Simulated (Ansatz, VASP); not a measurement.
**Two plane-wave programs on KTaO3**

```
CELL_PARAMETERS angstrom
3.99013 0.00000 0.00000
0.00000 3.99013 0.00000
0.00000 0.00000 3.99013
ATOMIC_POSITIONS crystal
K 0.00000 0.00000 0.00000
Ta 0.50000 0.50000 0.50000
O 0.50000 0.50000 0.00000
O 0.50000 0.00000 0.50000
O 0.00000 0.50000 0.50000
```

Alike in both runs: task single point; functional PBE0; k mesh 4 × 4 × 4; no spin polarisation.

|  | VASP | Ansatz |
| --- | --- | --- |
| version | VASP 6.6.1 | Ansatz 0.2.0 |
| potentials or method | VASP PAW PBE potentials, release 64 (K_sv, Ta_pv, O) | plane waves, PAW |
| plane-wave cutoff (eV) | 520 | 420 |
| occupations | gaussian, width 0.01 eV | fixed |
| valence electrons in the cell | 38 | 40 |

Ansatz gave:

- gap on the k mesh at the Fermi level (eV): 4.32
- pressure (GPa): -0.6

**Question.** Which values does VASP return?

**Answer.** gap on the k mesh at the Fermi level (eV): 4.25; pressure (GPa): -0.5.

VASP's potentials hold 38 valence electrons a cell and Ansatz's 40, so a difference there can come from the potentials and not from the codes. Ansatz's warnings: stress exchange threshold loose, stress scf threshold loose.

Neither program's run includes spin-orbit coupling.
